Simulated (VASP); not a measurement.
# KI2 (P6/mmm) in VASP: further runs

Runs on KI2. Level: PBE. Tasks: single point, relaxation of cell and atoms.

Program: VASP 6.6.1. These are calculated values, not measurements. Logs are shortened: lines on timing, memory, paths and dates and some standing lists are left out, and cuts for length are marked.

**1. The cell of the first run**

It takes space group P6/mmm (No. 191, hexagonal). Conventional cell: a = 4.959 Å, b = 4.959 Å, c = 5.355 Å, α = 90.00°, β = 90.00°, γ = 120.00°. K (site symmetry 6/mmm) has 12 I at 3.92 Å and 6 K at 4.96 Å within 5.1 Å. Within 4.0 Å of I (site symmetry -6m2) lie 3 I at 2.86 Å and 6 K at 3.92 Å.

**2. Single point, PBE**

The input, INCAR:

```
SYSTEM = KI2
ALGO     = Normal         ! electronic algorithm
EDIFF    = 1E-7           ! SCF threshold, eV
ENCUT    = 520            ! plane-wave cutoff, eV
GGA      = PE             ! functional
ISIF     = 2              ! what is computed and relaxed
ISMEAR   = 0              ! smearing method
LASPH    = .True.         ! aspherical terms in the spheres
LCHARG   = .False.        ! write CHGCAR
LREAL    = .False.        ! projectors in reciprocal space
LWAVE    = .False.        ! write WAVECAR
NBANDS   = 18             ! bands
NELM     = 60             ! most SCF steps
PREC     = Accurate       ! precision mode
SIGMA    = 0.1            ! smearing width, eV
```

The input, KPOINTS:

```
k-points
0
Gamma
  6 6 4
  0 0 0
```

The input, POSCAR:

```
KI2
1.0
    4.9594331927      0.0000000000      0.0000000000
   -2.4797165963      4.2949951332      0.0000000000
    0.0000000000      0.0000000000      5.3548697263
K I
1 2
Direct
    0.0000000000      0.0000000000      0.0000000000
    0.3333333333      0.6666666667      0.5000000000
    0.6666666667      0.3333333333      0.5000000000
```

Potentials or basis: VASP PAW PBE potentials, release 64 (K_sv, I).

The run is started by

```console
> cat potpaw_PBE.64/K_sv/POTCAR potpaw_PBE.64/I/POTCAR > POTCAR
> mpirun -np 1 vasp_std > vasp.out
```

OUTCAR:

```text
SYSTEM = KI2
   EDIFF = 1E-7
   ENCUT = 520
   GGA = PE
   ISIF = 2
   ISMEAR = 0
   LASPH = .True.
   LREAL = .False.
   NELM = 60
   PREC = Accurate

 ion  position               nearest neighbor table
   1  0.000  0.000  0.000-
   2  0.333  0.667  0.500-   3 2.86   3 2.86   3 2.86
   3  0.667  0.333  0.500-   2 2.86   2 2.86   2 2.86

  LATTYP: Found a hexagonal cell.
 ALAT       =     4.9594331927
 C/A-ratio  =     1.0797342193

  Lattice vectors:

 A1 = (   4.9594331927,   0.0000000000,   0.0000000000)
 A2 = (  -2.4797165963,   4.2949951332,   0.0000000000)
 A3 = (   0.0000000000,   0.0000000000,   5.3548697263)

Analysis of symmetry for initial positions (statically):
=====================================================================
 Subroutine PRICEL returns:
 Original cell was already a primitive cell.

 Routine SETGRP: Setting up the symmetry group for a
 hexagonal supercell.

 Subroutine GETGRP returns: Found 24 space group operations
 (whereof 24 operations were pure point group operations)
 out of a pool of 24 trial point group operations.

The static configuration has the point symmetry D_6h.

Analysis of symmetry for dynamics (positions and initial velocities):
=====================================================================
 Subroutine PRICEL returns:
 Original cell was already a primitive cell.

 Routine SETGRP: Setting up the symmetry group for a
 hexagonal supercell.

 Subroutine GETGRP returns: Found 24 space group operations
 (whereof 24 operations were pure point group operations)
 out of a pool of 24 trial point group operations.

The dynamic configuration has the point symmetry D_6h.

 Subroutine INISYM returns: Found 24 space group operations
 (whereof 24 operations are pure point group operations),
 and found     1 'primitive' translations

----------------------------------------------------------------------------------------

                                     Primitive cell

  volume of cell :     114.0627

  direct lattice vectors                    reciprocal lattice vectors
     4.959433193  0.000000000  0.000000000     0.201635945  0.116414567  0.000000000
    -2.479716596  4.294995133  0.000000000     0.000000000  0.232829135  0.000000000
     0.000000000  0.000000000  5.354869726     0.000000000  0.000000000  0.186745906

  length of vectors
     4.959433193  4.959433193  5.354869726     0.232829135  0.232829135  0.186745906

  position of ions in fractional coordinates (direct lattice)
     0.000000000  0.000000000  0.000000000
     0.333333333  0.666666667  0.500000000
     0.666666667  0.333333333  0.500000000

  ion indices of the primitive-cell ions
   primitive index   ion index
                 1           1
                 2           2
                 3           3

----------------------------------------------------------------------------------------

 KPOINTS: k-points

Automatic generation of k-mesh.
 Grid dimensions read from file:
 generate k-points for:    6    6    4

 Generating k-lattice:

  Cartesian coordinates                     Fractional coordinates (reciprocal lattice)
     0.033605991  0.019402428  0.000000000     0.166666667  0.000000000  0.000000000
     0.000000000  0.038804856  0.000000000     0.000000000  0.166666667  0.000000000
     0.000000000  0.000000000  0.046686477     0.000000000  0.000000000  0.250000000

  Length of vectors
     0.038804856  0.038804856  0.046686477

  Shift w.r.t. Gamma in fractional coordinates (k-lattice)
     0.000000000  0.000000000  0.000000000

 Subroutine IBZKPT returns following result:
 ===========================================

 Found     21 irreducible k-points:

 Following reciprocal coordinates:
            Coordinates               Weight
  0.000000  0.000000  0.000000      1.000000
  0.166667  0.000000  0.000000      6.000000
  0.333333  0.000000  0.000000      6.000000
  0.500000 -0.000000  0.000000      3.000000
  0.166667  0.166667  0.000000      6.000000
  0.333333  0.166667  0.000000     12.000000
[... 13 lines left out ...]
  0.333333  0.166667  0.500000     12.000000
  0.333333  0.333333  0.500000      2.000000
   k-points           NKPTS =     21   k-points in BZ     NKDIM =     21   number of bands    NBANDS=     18
   number of dos      NEDOS =    301   number of ions     NIONS =      3
   total plane-waves  NPLWV =  64000
   dimension x,y,z NGX =    40 NGY =   40 NGZ =   40
   dimension x,y,z NGXF=    80 NGYF=   80 NGZF=   80
   ions per type =               1   2
   NGX,Y,Z   is equivalent  to a cutoff of  13.41, 13.41, 12.42 a.u.
   NGXF,Y,Z  is equivalent  to a cutoff of  26.82, 26.82, 24.84 a.u.
 SYSTEM =  KI2
   PREC   = accura    normal or accurate (medium, high low for compatibility)
   ISTART =      0    job   : 0-new  1-cont  2-samecut
   ICHARG =      2    charge: 1-file 2-atom 10-const
   ISPIN  =      1    spin polarized calculation?
   LNONCOLLINEAR =      F non collinear calculations
   LSORBIT =      F    spin-orbit coupling
   LASPH  =      T    aspherical Exc in radial PAW
   ENCUT  =  520.0 eV  38.22 Ry    6.18 a.u.   9.22  9.22  9.96*2*pi/ulx,y,z
   NELM   =     60;   NELMIN=  2; NELMDL= -5     # of ELM steps
   EDIFF  = 0.1E-06   stopping-criterion for ELM
   LREAL  =      F    real-space projection
   EDIFFG = 0.1E-05   stopping-criterion for IOM
   NSW    =      0    number of steps for IOM
   IBRION =     -1    ionic relax: 0-MD 1-quasi-New 2-CG
   NFREE  =      0    steps in history (QN), initial steepest desc. (CG)
   ISIF   =      2    stress and relaxation
   ISYM   =      2    0-nonsym 1-usesym 2-fastsym
   POTIM  = 0.5000    time-step for ionic-motion
   TEBEG  =    0.0;   TEEND  =   0.0 temperature during run
   PSTRESS=    0.0 pullay stress
   NELECT =      23.0000    total number of electrons
   NUPDOWN=      -1.0000    fix difference up-down
   EMIN   =  10.00;   EMAX   =-10.00  energy-range for DOS
   EFERMI =   0.00;   METHOD = LEGACY
   ISMEAR =     0;   SIGMA  =   0.10  broadening in eV -4-tet -1-fermi 0-gaus
   EFERMI_NEDOS =   21; number of points for ismear=-14 and -15
   IALGO  =     38    algorithm
   IMIX   =      4    mixing-type and parameters
     AMIX     =   0.40;   BMIX     =  1.00
     AMIX_MAG =   1.60;   BMIX_MAG =  1.00
  volume/ion in A,a.u.               =      38.02       256.58
  Fermi-wavevector in a.u.,A,eV,Ry     =   0.959996  1.814130 12.539033  0.921593
  Thomas-Fermi vector in A             =   2.089242
   LORBIT       =      0    0 simple, 1 ext, 2 COOP (PROOUT), +10 PAW based schemes
   GGA     = PE    functional components
   LHFCALC =     F    Hartree Fock is set to
   AEXX    =    0.0000 exact exchange contribution
   IVDW    =     0    specifies the selected vdW correction
   LEPSILON=     F    determine dielectric tensor
   LRPA    =     F    only Hartree local field effects (RPA)
 non-spin polarized calculation
 Gauss-broadening in eV      SIGMA  =   0.10
  energy-cutoff  :      520.00
  volume of cell :      114.06
 maximum number of plane-waves:      3092
 NGX is ok and might be reduce to    40
   NGX = 19   NGY = 19   NGZ = 19

 number of electron      23.0000002 magnetization

 Free energy of the ion-electron system (eV)
  ---------------------------------------------------
  ext. energy  EPLUGINS =         0.00000000
  ---------------------------------------------------
  free energy    TOTEN  =        -4.27899070 eV

  energy without entropy =       -4.27235677  energy(sigma->0) =       -4.27567374

 E-fermi :   4.4781     XC(G=0):  -7.8855

 val. band max:        4.4108693856   @ k =   0.3333   0.0000   0.5000
 cond. band min:       4.5453001142   @ k =   0.0000   0.0000   0.0000
 fundamental gap:      0.1344307287
 Fermi energy:         4.4780889974

 k-point     1 :       0.0000    0.0000    0.0000
  band No.  band energies     occupation
      1     -27.6120      2.00000
      2     -11.1911      2.00000
      3     -11.1004      2.00000
      4     -11.1004      2.00000
      5     -11.0421      2.00000
      6      -7.0205      2.00000
[... 10 lines left out ...]
     17       9.2455      0.00000
     18       9.2455      0.00000

 k-point     2 :       0.1667    0.0000    0.0000
  band No.  band energies     occupation
      1     -27.6117      2.00000
      2     -11.1793      2.00000
      3     -11.1025      2.00000
      4     -11.0402      2.00000
      5     -10.9580      2.00000
      6      -7.4779      2.00000
[... 10 lines left out ...]
     17       8.8873      0.00000
     18       9.3465      0.00000

 k-point     3 :       0.3333    0.0000    0.0000
  band No.  band energies     occupation
      1     -27.6111      2.00000
      2     -11.1796      2.00000
      3     -11.1066      2.00000
      4     -11.0363      2.00000
      5     -10.5287      2.00000
      6      -8.3988      2.00000
[... 10 lines left out ...]
     17       9.0099      0.00000
     18       9.9156      0.00000

 k-point     4 :       0.5000   -0.0000    0.0000
  band No.  band energies     occupation
      1     -27.6108      2.00000
      2     -11.1812      2.00000
      3     -11.1086      2.00000
      4     -11.0344      2.00000
      5     -10.1370      2.00000
      6      -8.9973      2.00000
[... 312 lines left out ...]
      4     -11.1050      2.00000
      5     -10.5936      2.00000
      6      -8.1374      2.00000
[... 10 lines left out ...]
     17       9.2402      0.00000
     18       9.6210      0.00000

 k-point    20 :       0.3333    0.1667    0.5000
  band No.  band energies     occupation
      1     -27.6106      2.00000
      2     -11.1270      2.00000
      3     -11.1104      2.00000
      4     -11.0606      2.00000
      5     -10.1806      2.00000
      6      -8.9597      2.00000
[... 10 lines left out ...]
     17       9.2075      0.00000
     18       9.4474      0.00000

 k-point    21 :       0.3333    0.3333    0.5000
  band No.  band energies     occupation
      1     -27.6105      2.00000
      2     -11.1211      2.00000
      3     -11.1211      2.00000
      4     -11.0471      2.00000
      5      -9.6234      2.00000
      6      -9.6234      2.00000
[... 10 lines left out ...]
     17       9.3761      0.00000
     18       9.3761      0.00000

------------------------ aborting loop because EDIFF is reached ----------------------------------------

  FORCE on cell =-STRESS in cart. coord.  units (eV):
  Direction    XX          YY          ZZ          XY          YZ          ZX
  --------------------------------------------------------------------------------------
  -------------------------------------------------------------------------------------
  Total       12.8625466     12.8625466     -2.1162199      0.0000000     -0.0000000     -0.0000000
  in kB      180.6732729    180.6732729    -29.7254033      0.0000000     -0.0000000     -0.0000000
  external PRESSURE =     110.5403809 kB  Pullay stress =       0.0000000 kB

 VOLUME and BASIS-vectors are now :
 -----------------------------------------------------------------------------
  energy-cutoff  :      520.00
  volume of cell :      114.06
      direct lattice vectors                 reciprocal lattice vectors
     4.959433193  0.000000000  0.000000000     0.201635945  0.116414567  0.000000000
    -2.479716596  4.294995133  0.000000000     0.000000000  0.232829135  0.000000000
     0.000000000  0.000000000  5.354869726     0.000000000  0.000000000  0.186745906

 POSITION                                       TOTAL-FORCE (eV/Angst)
 -----------------------------------------------------------------------------------
      0.00000      0.00000      0.00000         0.000000      0.000000      0.000000
     -0.00000      2.86333      2.67743         0.000000     -0.000000      0.000000
      2.47972      1.43167      2.67743        -0.000000      0.000000     -0.000000
 -----------------------------------------------------------------------------------
    total drift:                                0.000000      0.000000      0.000000

  FREE ENERGIE OF THE ION-ELECTRON SYSTEM (eV)
  ---------------------------------------------------
  free  energy   TOTEN  =        -4.2789907004 eV

  energy  without entropy=       -4.2723567748  energy(sigma->0) =       -4.27567374
```

Run time: 80 s. Hardware: 1 thread of Oxide Virtual Turin-like, shared host; peak memory 0.22 GiB.

What came out:

```
Free energy            : -4.2790 eV
Pressure               : 11.1 GPa
Band gap on the k mesh : zero (an odd number of electrons rules out a gap without spin polarisation)
```

Levels at points of the mesh, in eV from the Fermi level:
| k point | band 8 | band 9 | band 10 | band 11 | band 12 | band 13 | band 14 | band 15 | band 16 | band 17 |
| --- | --- | --- | --- | --- | --- | --- | --- | --- | --- | --- |
| (0.00, 0.00, 0.00) | -5.85 | -5.11 | -1.69 | -1.69 | -1.61 | 0.07 | 2.77 | 4.66 | 4.66 | 4.77 |
| (0.50, 0.00, 0.00) | -4.78 | -4.31 | -3.16 | -0.58 | 0.63 | 2.10 | 2.11 | 3.26 | 3.50 | 4.89 |
| (0.00, 0.00, 0.50) | -5.82 | -5.72 | -1.88 | -1.78 | -1.78 | 2.90 | 3.23 | 3.23 | 3.68 | 5.46 |
| (0.50, 0.00, 0.50) | -4.65 | -4.60 | -3.66 | -0.58 | 0.70 | 2.73 | 3.52 | 4.08 | 4.50 | 4.59 |

Caveat: the stress differs along the axes, from -3 to 18 GPa; spin-orbit coupling is left out, which moves the levels of the heavy elements; an odd number of electrons without spin polarisation forces a metal; a magnetic or distorted state may lie lower.

**3. Single point, PBE**

This run uses another cell than the first one, of 46.35 Å³/atom.

The input, INCAR:

```
SYSTEM = KI2
PREC = Accurate
ENCUT = 520
EDIFF = 1E-6
ISMEAR = 0
SIGMA = 0.1
LREAL = .False.
LASPH = .True.
NELM = 80
ALGO = Fast
ISIF = 2
LWAVE = .False.
LCHARG = .False.
GGA = PE
NBANDS = 18
```

The input, KPOINTS:

```
Automatic mesh
0
Gamma
  6 6 4
  0 0 0
```

The input, POSCAR:

```
KI2
1.0
    5.9126899432      0.0000000000      0.0000000000
   -2.9563449716      5.1205396955      0.0000000000
    0.0000000000      0.0000000000      4.5925281582
K I
1 2
Direct
    0.0000000000      0.0000000000      0.0000000000
    0.3333333333      0.6666666667      0.5000000000
    0.6666666667      0.3333333333      0.5000000000
```

Potentials or basis: VASP PAW PBE potentials, release 64 (K_sv, I).

The run is started by

```console
> cat potpaw_PBE.64/K_sv/POTCAR potpaw_PBE.64/I/POTCAR > POTCAR
> mpirun -np 1 vasp_std > vasp.out
```

Run time: 93 s. Hardware: 1 thread of Oxide Virtual Turin-like, shared host; peak memory 0.25 GiB.

The run converged. Its results:

| Quantity | Value |
| --- | --- |
| Free energy | -6.2959 eV |
| Pressure | -0.1 GPa |
| Band gap on the k mesh | zero (an odd number of electrons rules out a gap without spin polarisation) |

Levels at points of the mesh, in eV from the Fermi level:
```tsv
k point	band 10	band 11	band 12	band 13	band 14	band 15
(0.00, 0.00, 0.00)	-0.79	-0.79	-0.48	2.48	4.08	6.73
(0.50, 0.00, 0.00)	-1.00	-0.83	0.07	3.69	4.67	4.84
(0.00, 0.00, 0.50)	-1.29	-0.73	-0.73	4.46	4.69	4.69
(0.50, 0.00, 0.50)	-2.02	-0.73	0.21	4.03	4.82	5.08
```

Caveat: spin-orbit coupling is left out, which moves the levels of the heavy elements; an odd number of electrons without spin polarisation forces a metal; a magnetic or distorted state may lie lower.

(Continued in part 2 of 2.)

The gap in the log of VASP goes by the Fermi energy; the results here count the filled bands.